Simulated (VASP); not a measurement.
# Ca (Fm-3m) in VASP: further runs, part 2 of 2

VASP 6.6.1.

## 3. Relaxation of cell and atoms, PBE

This run uses another cell than the first one, of 43.63 Å³/atom, 1.041 times its volume.

Input file INCAR:

```
SYSTEM = Ca
PREC     = Accurate       ! precision mode
ENCUT    = 500            ! plane-wave cutoff, eV
EDIFF    = 1E-7           ! SCF threshold, eV
ISMEAR   = -1             ! smearing method
SIGMA    = 0.05           ! smearing width, eV
LREAL    = .False.        ! projectors in reciprocal space
LASPH    = .True.         ! aspherical terms in the spheres
NELM     = 120            ! most SCF steps
ALGO     = Normal         ! electronic algorithm
ISIF     = 3              ! what is computed and relaxed
LWAVE    = .False.        ! write WAVECAR
LCHARG   = .False.        ! write CHGCAR
GGA      = PE             ! functional
IBRION   = 2              ! ionic algorithm
NSW      = 80             ! ionic steps
EDIFFG   = -0.03          ! ionic threshold
GGA_COMPAT= .False.      
NELMIN   = 4
```

Input file KPOINTS:

```
regular mesh
0
Gamma
  6 6 6
  0 0 0
```

Input file POSCAR:

```
Ca
1.0
    0.0000000000      2.7942000000      2.7942000000
    2.7942000000      0.0000000000      2.7942000000
    2.7942000000      2.7942000000      0.0000000000
Ca
1
Direct
    0.0000000000      0.0000000000      0.0000000000
```

Potentials or basis: VASP PAW PBE potentials, release 64 (Ca_sv).

Started as:

```bash
cat potpaw_PBE.64/Ca_sv/POTCAR > POTCAR
mpirun -np 1 vasp_std > vasp.out
```

OUTCAR:

```text
SYSTEM = Ca
   PREC = Accurate
   ENCUT = 500
   EDIFF = 1E-7
   ISMEAR = -1
   LREAL = .False.
   LASPH = .True.
   NELM = 120
   ISIF = 3
   GGA = PE
   IBRION = 2
   NSW = 80
   EDIFFG = -0.03
   NELMIN = 4

 ion  position               nearest neighbor table
   1  0.000  0.000  0.000-

  LATTYP: Found a face centered cubic cell.
 ALAT       =     5.5884000000

  Lattice vectors:

 A1 = (   0.0000000000,   2.7942000000,   2.7942000000)
 A2 = (   2.7942000000,   0.0000000000,   2.7942000000)
 A3 = (   2.7942000000,   2.7942000000,   0.0000000000)

Analysis of symmetry for initial positions (statically):
=====================================================================
 Subroutine PRICEL returns:
 Original cell was already a primitive cell.

 Routine SETGRP: Setting up the symmetry group for a
 face centered cubic supercell.

 Subroutine GETGRP returns: Found 48 space group operations
 (whereof 48 operations were pure point group operations)
 out of a pool of 48 trial point group operations.

The static configuration has the point symmetry O_h .

Analysis of symmetry for dynamics (positions and initial velocities):
=====================================================================
 Subroutine PRICEL returns:
 Original cell was already a primitive cell.

 Routine SETGRP: Setting up the symmetry group for a
 face centered cubic supercell.

 Subroutine GETGRP returns: Found 48 space group operations
 (whereof 48 operations were pure point group operations)
 out of a pool of 48 trial point group operations.

The dynamic configuration has the point symmetry O_h .

 Subroutine INISYM returns: Found 48 space group operations
 (whereof 48 operations are pure point group operations),
 and found     1 'primitive' translations

[... 91 lines left out ...]
   POTIM  = 0.5000    time-step for ionic-motion
   TEBEG  =    0.0;   TEEND  =   0.0 temperature during run
   PSTRESS=    0.0 pullay stress
   NELECT =      10.0000    total number of electrons
   NUPDOWN=      -1.0000    fix difference up-down
   EMIN   =  10.00;   EMAX   =-10.00  energy-range for DOS
   EFERMI =   0.00;   METHOD = LEGACY
   ISMEAR =    -1;   SIGMA  =   0.05  broadening in eV -4-tet -1-fermi 0-gaus
   EFERMI_NEDOS =   21; number of points for ismear=-14 and -15
   IALGO  =     38    algorithm
   IMIX   =      4    mixing-type and parameters
     AMIX     =   0.40;   BMIX     =  1.00
     AMIX_MAG =   1.60;   BMIX_MAG =  1.00
  volume/ion in A,a.u.               =      43.63       294.44
  Fermi-wavevector in a.u.,A,eV,Ry     =   1.001861  1.893242 13.656506  1.003725
  Thomas-Fermi vector in A             =   2.134310
   LORBIT       =      0    0 simple, 1 ext, 2 COOP (PROOUT), +10 PAW based schemes
   GGA     = PE    functional components
   LHFCALC =     F    Hartree Fock is set to
   AEXX    =    0.0000 exact exchange contribution
   IVDW    =     0    specifies the selected vdW correction
   LEPSILON=     F    determine dielectric tensor
   LRPA    =     F    only Hartree local field effects (RPA)
 conjugate gradient relaxation of ions
 non-spin polarized calculation
  energy-cutoff  :      500.00
  volume of cell :       43.63
 maximum number of plane-waves:      1125
 NGX is ok and might be reduce to    30
   NGX = 15   NGY = 15   NGZ = 15

--------------------------------------- Ionic step        1  -------------------------------------------

 number of electron      10.0000000 magnetization

 number of electron       9.9999997 magnetization

 Free energy of the ion-electron system (eV)
  ---------------------------------------------------
  ext. energy  EPLUGINS =         0.00000000
  ---------------------------------------------------
  free energy    TOTEN  =        -1.91097892 eV

  energy without entropy =       -1.88995107  energy(sigma->0) =       -1.90046500

------------------------ aborting loop because EDIFF is reached ----------------------------------------

  FORCE on cell =-STRESS in cart. coord.  units (eV):
  Direction    XX          YY          ZZ          XY          YZ          ZX
  --------------------------------------------------------------------------------------
  -------------------------------------------------------------------------------------
  Total       -0.1659148     -0.1659148     -0.1659148      0.0000000     -0.0000000     -0.0000000
  in kB       -6.0924695     -6.0924695     -6.0924695      0.0000000     -0.0000000     -0.0000000
  external PRESSURE =      -6.0924695 kB  Pullay stress =       0.0000000 kB
[... 57 lines left out ...]
--------------------------------------- Ionic step        3  -------------------------------------------

 number of electron      10.0000001 magnetization

 Free energy of the ion-electron system (eV)
  ---------------------------------------------------
  ext. energy  EPLUGINS =         0.00000000
  ---------------------------------------------------
  free energy    TOTEN  =        -1.91416977 eV

  energy without entropy =       -1.89461008  energy(sigma->0) =       -1.90438992

 E-fermi :   2.0230     XC(G=0):  -7.7478

 val. band max:        1.9886627672   @ k =  -0.3333   0.3333   0.1667
 cond. band min:       2.0898923188   @ k =  -0.3333   0.3333   0.1667
 fundamental gap:      0.1012295516
 Fermi energy:         2.0229580589

 k-point     1 :       0.0000    0.0000    0.0000
  band No.  band energies     occupation
      1     -40.0173      2.00000
      2     -20.9349      2.00000
      3     -20.9349      2.00000
      4     -20.9349      2.00000
      5      -2.0525      2.00000
      6       4.3280      0.00000
      7       4.3280      0.00000
      8       4.3280      0.00000
      9       5.4033      0.00000
[... 206 lines left out ...]
  FREE ENERGIE OF THE ION-ELECTRON SYSTEM (eV)
  ---------------------------------------------------
  free  energy   TOTEN  =        -1.9141697686 eV

  energy  without entropy=       -1.8946100781  energy(sigma->0) =       -1.90438992

 reached required accuracy - stopping structural energy minimisation
```

CONTCAR:

```text
Ca
   1.00000000000000
     0.0000000000000000    2.7591052709716668    2.7591052709716668
     2.7591052709716668   -0.0000000000000000    2.7591052709716668
     2.7591052709716668    2.7591052709716668   -0.0000000000000000
  Ca
     1
Direct
     0.0000000000000000    0.0000000000000000    0.0000000000000000

  0.00000000E+00  0.00000000E+00  0.00000000E+00
```

Wall time 17 s (1 thread of Intel Xeon Platinum 8375C at 2.90GHz (Ice Lake), shared host); peak memory 0.17 GiB.

Results:

* Free energy: -1.9142 eV
* Relaxed volume: 42.01 Å³/atom
* Relaxed cell: a = 3.902 Å, b = 3.902 Å, c = 3.902 Å, α = 60.00°, β = 60.00°, γ = 60.00°
* Space group after relaxing (to 0.05 Å): Fm-3m (No. 225)
* Energy gained by relaxing: 3.2 meV/atom
* Ionic steps: 3
* Pressure after relaxing: 0.0 GPa
* Band gap on the k mesh: zero (band 5 reaches 1.99 eV, above the bottom of band 6 at 1.82 eV)

The path:
```
step  energy change (eV)  largest force (eV/Å)  pressure (GPa)  volume (Å³)
   1              0.0000                0.0000           -0.61        43.63
   2             -0.0028                0.0000           -0.23        42.59
   3             -0.0032                0.0000            0.00        42.01
```

Final structure:
```
Ca
1.0
     0.00000    2.75911    2.75911
     2.75911    0.00000    2.75911
     2.75911    2.75911    0.00000
Ca
1
Direct
  0.00000 0.00000 0.00000
```

Levels at points of the mesh, in eV from the Fermi level:
```csv
k point,band 2,band 3,band 4,band 5,band 6,band 7,band 8,band 9
"(0.00, 0.00, 0.00)",-22.96,-22.96,-22.96,-4.08,2.31,2.31,2.31,3.38
"(0.50, 0.00, 0.00)",-23.10,-22.98,-22.98,-1.03,-0.20,2.19,2.19,4.07
"(0.50, 0.50, 0.00)",-23.09,-23.01,-23.01,-0.50,0.53,0.93,4.06,4.26
```
